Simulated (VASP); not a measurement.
Runs of VASP 6.6.1 on GaN. The structure is that of space group F-43m (No. 216), or close to it. The cells are those of the table. 

```tsv
task	cell	cutoff (eV)	smearing	gap on the mesh (eV)	pressure (GPa)
relaxation of cell and atoms	relaxed to 20 GPa from a = 3.216 Å, angles 60.0°, 2 atoms	600	gaussian 0.01 eV	2.17	20.0
single point	a = 3.161 Å, angles 60.0°, 2 atoms	520	gaussian 0.02 eV	1.88	(a)
single point	a = 3.151 Å, angles 60.0°, 2 atoms	520	gaussian 0.02 eV	(b)	12.2
single point	a = 3.216 Å, angles 60.0°, 2 atoms	520	gaussian 0.01 eV	1.55	0.1
```

Alike in all rows: level PBE; potentials or basis VASP PAW PBE potentials, release 64 (Ga_d, N); no spin polarisation; k mesh 10 × 10 × 10.

Problem. Estimate the missing entries.

Solution. (a) 10.1; (b) 1.95.

Caveats: the cell is relaxed towards a set pressure, so the enthalpy falls and the energy may rise (some runs).

A k mesh can miss the band edges, and the runs leave out spin-orbit coupling on Ga.
